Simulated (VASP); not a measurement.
# HfN: single point with PBE

The system is HfN.

```
CELL_PARAMETERS angstrom
0.00000 2.25900 2.25900
2.25900 0.00000 2.25900
2.25900 2.25900 0.00000
ATOMIC_POSITIONS crystal
Hf 0.50000 0.50000 0.50000
N 0.00000 0.00000 0.00000
```

| Quantity | Value |
| --- | --- |
| Program | VASP 6.6.1 |
| Task | single point |
| Functional | PBE |
| Potentials or basis | VASP PAW PBE potentials, release 64 (Hf_pv, N) |
| Cutoff | 520 eV |
| k mesh | 10 × 10 × 10 |
| Occupations | gaussian, width 0.05 eV |
| Spin | no spin polarisation |

```yaml
Pressure: 3.1 GPa
```

Levels at points of the mesh, in eV from the Fermi level:
| k point | band 6 | band 7 | band 8 | band 9 | band 10 | band 11 |
| --- | --- | --- | --- | --- | --- | --- |
| (0.00, 0.00, 0.00) | -3.07 | -3.07 | -0.38 | -0.38 | -0.38 | 1.76 |
| (0.50, 0.00, 0.00) | -6.22 | -6.22 | 3.24 | 3.67 | 3.67 | 4.39 |
| (0.50, 0.50, 0.00) | -3.84 | -3.74 | -3.74 | 4.07 | 5.49 | 5.49 |

Wall time 19 s on 1 thread of Intel Xeon 8259CL (shared host), peak memory 0.15 GiB.

Caveat: spin-orbit coupling is left out, which moves the levels of the heavy elements.
